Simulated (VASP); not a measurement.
A run of VASP 6.6.1:

The input INCAR:

```
PREC = Accurate
ENCUT = 520
EDIFF = 1E-6
ISMEAR = 0
SIGMA = 0.05
LREAL = False
LASPH = True
NELM = 60
ALGO = Normal
ISIF = 2
LWAVE = False
LCHARG = True
GGA = PS
LELF = True
LVHAR = True
NBANDS = 36
```

File KPOINTS:

```
Automatic mesh
0
Gamma
  9 9 2
```

File POSCAR:

```
AlN
1.0
    2.0226209166     -2.0226209166      0.0000000000
    2.0226209166      0.0000000000     -2.0226209166
    9.1017941247      7.5848284372      7.5848284372
Al N
6 6
Direct
    0.5937500000      0.5937500000      0.2916666667
   -0.0312500000     -0.0312500000      0.1250000000
    0.2187500000      0.2187500000      0.4583333333
    0.4687500000      0.4687500000      0.7916666667
    0.8437500000      0.8437500000      0.6250000000
    0.0937500000      0.0937500000      0.9583333333
    0.9062500000     -0.0937500000      0.3750000000
    0.2812500000      0.2812500000      0.2083333333
    0.5312500000      0.5312500000      0.5416666667
    0.7812500000      0.7812500000      0.8750000000
    0.1562500000      0.1562500000      0.7083333333
    0.6562500000      0.6562500000      0.0416666667
```

Potentials or basis: VASP PAW PBE potentials, release 64 (Al, N).

Command:

```bash
$ cat potpaw_PBE.64/Al/POTCAR potpaw_PBE.64/N/POTCAR > POTCAR
$ mpirun -np 1 vasp_std > vasp.out
```

Hardware: 1 thread of Intel(R) Xeon(R) 6975P-C (Granite Rapids) (shared host).

**Question.** How long does it take, and how much memory?

**Answer.** It took 86 s on 1 thread of Intel(R) Xeon(R) 6975P-C (Granite Rapids) (shared host), peak memory 0.29 GiB. Counts: scf iterations 14, k points 50.
